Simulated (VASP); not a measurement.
Set up this calculation in VASP 6.6.1, as the native input.

| Item | Value |
| --- | --- |
| Task | single point |
| Functional | PBE |
| Dispersion | D3(BJ) |
| Potentials or basis | VASP PAW PBE potentials, release 64 (In_d, Se) |
| Cutoff | 500 eV |
| k mesh | 12 × 12 × 12 |
| Occupations | gaussian, width 0.02 eV |
| Spin | no spin polarisation |
| Dipole correction | no |
| Further INCAR settings | ALGO = Normal; EDIFF = 1e-06; NBANDS = 27 |

The structure of InSe lies in POSCAR:

```
InSe
1.0
    1.9999996503      1.1547003365      8.3166700000
   -1.9999996503      1.1547003365      8.3166700000
    0.0000000000     -2.3094006730      8.3166700000
In Se
2 2
Direct
    0.0000000000      0.0000000000      0.0000000000
    0.1122000000      0.1122000000      0.1122000000
    0.6155000000      0.6155000000      0.6155000000
    0.8300000000      0.8300000000      0.8300000000
```

The input as run:

INCAR

```
PREC = Accurate
ENCUT = 500
EDIFF = 1E-6
ISMEAR = 0
SIGMA = 0.02
LREAL = F
LASPH = T
NELM = 120
ALGO = Normal
ISIF = 2
LWAVE = F
LCHARG = F
GGA = PE
IVDW = 12
NBANDS = 27
GGA_COMPAT = F
```

KPOINTS

```
regular mesh
0
Gamma
  12 12 12
```

Potentials or basis: VASP PAW PBE potentials, release 64 (In_d, Se).

Run with:

```bash
$ cat potpaw_PBE.64/In_d/POTCAR potpaw_PBE.64/Se/POTCAR > POTCAR
$ mpirun -np 1 vasp_std > vasp.out
```

It gave:

The pressure is 1.1 GPa and the largest force is 0.240 eV/Å. The band gap on the k mesh is 0.38 eV and the dispersion energy per atom is -0.305 eV.

Caveat: spin-orbit coupling is left out, which moves the levels of the heavy elements.

It took 75 min on 1 thread of Intel Xeon 8259CL (shared host), peak memory 0.86 GiB.
